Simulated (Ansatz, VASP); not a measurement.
Two plane-wave programs on TaSBr

```
CELL_PARAMETERS angstrom
3.40063 0.00000 0.00000
0.00000 3.40063 0.00000
0.00000 0.00000 6.87924
ATOMIC_POSITIONS crystal
Ta 0.00000 0.00000 0.50000
S 0.50000 0.50000 0.50000
Br 0.50000 0.50000 0.00000
```

Alike in both runs: task relaxation of cell and atoms; functional PBE; k mesh 14 × 14 × 8; occupations gaussian, width 0.1 eV; collinear spin.

|  | VASP | Ansatz |
| --- | --- | --- |
| version | VASP 6.6.1 | Ansatz 0.2.0 |
| potentials or method | VASP PAW PBE potentials, release 64 (Ta_pv, S, Br), cutoff 500 eV | scalar-relativistic, plane waves, PAW |
| valence electrons in the cell | 24 | 26 |

VASP gave:

| Item | Value |
| --- | --- |
| gap on the k mesh at the Fermi level, each at its own relaxed structure (eV) | none |
| net moment per atom (μB) | 0.11 |
| size of the moment on the site where the two differ most (μB) | 0.28 |
| relaxed volume (Å³/atom) | 24.10 |
| relaxed length of the cell vector where the two differ most in proportion (Å) | 6.218 |

Question: Which values does Ansatz return?

Answer: gap on the k mesh at the Fermi level, each at its own relaxed structure (eV): none; net moment per atom (μB): 0.10; size of the moment on the site where the two differ most (μB): 0.18; relaxed volume (Å³/atom): 24.09; relaxed length of the cell vector where the two differ most in proportion (Å): 6.224.

Site moments also hang on the region over which each program counts them. A gap of «none» marks a metal or a gap that the smearing closes. VASP's potentials hold 24 valence electrons a cell and Ansatz's 26, so a difference there can come from the potentials and not from the codes. Ansatz's warnings: seeded moment not kept.

Neither program's run includes spin-orbit coupling.
